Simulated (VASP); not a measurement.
# Ta: single point with PBE

Crystal: Ta.

```
CELL_PARAMETERS angstrom
-1.70082 1.70082 1.67605
1.70082 -1.70082 1.67605
1.70082 1.70082 -1.67605
ATOMIC_POSITIONS crystal
Ta 0.00000 0.00000 0.00000
```

This cell differs from its parent crystal: strain +0.030 along x and y, +0.015 along z.

```json
{"Program": "VASP 6.6.1", "Task": "single point", "Functional": "PBE", "Potentials or basis": "VASP PAW PBE potentials, release 64 (Ta_pv)", "Cutoff": "520 eV", "k mesh": "20 × 20 × 20", "Occupations": "gaussian, width 0.15 eV", "Spin": "no spin polarisation", "Dipole correction": "no", "Further INCAR settings": "ALGO = Fast; EDIFF = 1e-06; NBANDS = 12"}
```

| Property | Result |
| --- | --- |
| Pressure | -10.2 GPa |
| Band gap on the k mesh | zero (an odd number of electrons rules out a gap without spin polarisation) |

Stress tensor (GPa, compression positive):
```
-10.66   0.00   0.00
  0.00 -10.66   0.00
  0.00   0.00  -9.34
```

Levels at points of the mesh, in eV from the Fermi level:
```tsv
k point	band 2	band 3	band 4	band 5	band 6	band 7	band 8	band 9	band 10	band 11
(0.00, 0.00, 0.00)	-33.37	-33.37	-7.63	0.61	0.78	0.78	3.62	3.85	14.58	14.58
(0.50, 0.00, 0.00)	-33.68	-33.38	-4.06	-1.40	1.31	3.64	4.57	7.10	10.60	11.57
(0.50, 0.50, 0.00)	-33.66	-33.37	-4.08	-1.23	1.21	3.43	4.44	7.06	10.51	11.66
(0.50, 0.50, 0.50)	-34.03	-34.00	-3.41	-3.37	6.22	6.22	6.28	7.88	7.88	8.26
```

Wall time 45 s on 1 thread of Intel(R) Xeon(R) 6975P-C (Granite Rapids), on a shared host, peak memory 0.26 GiB.

Caveat: the cell differs from its parent crystal (strain +0.030 along x and y, +0.015 along z); the cell stands under tension; spin-orbit coupling is left out, which moves the levels of the heavy elements.
